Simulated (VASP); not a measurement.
A run of VASP 6.6.1:

File INCAR:

```
SYSTEM = Ir
  ALGO = Normal
  EDIFF = 1E-6
  ENCUT = 520
  GGA = PE
  ISIF = 2
  ISMEAR = 0
  LASPH = .TRUE.
  LCHARG = .FALSE.
  LREAL = .FALSE.
  LWAVE = .FALSE.
  NBANDS = 16
  NELM = 60
  PREC = Accurate
  SIGMA = 0.15
```

The input KPOINTS:

```
k-points
0
G
  18 18 10
  0 0 0
```

The input POSCAR:

```
Ir
1.0
    2.9402000000      0.0000000000      0.0000000000
   -1.4701000000      2.5462878922      0.0000000000
    0.0000000000      0.0000000000      4.3787000000
Ir
2
Direct
    0.6666666667      0.3333333333      0.7500000000
    0.3333333333      0.6666666667      0.2500000000
```

Potentials or basis: VASP PAW PBE potentials, release 64 (Ir).

Command:

```sh
$ cat potpaw_PBE.64/Ir/POTCAR > POTCAR
$ mpirun -np 1 vasp_std > vasp.out
```

Hardware: 1 thread of Intel(R) Xeon(R) 6975P-C (Granite Rapids), on a shared host.

Problem. Estimate the wall time of this run.

Solution. Run time: 32 s on 1 thread of Intel(R) Xeon(R) 6975P-C (Granite Rapids), with other jobs on the host, peak memory 0.23 GiB. Counts: scf iterations 12, k points 222.
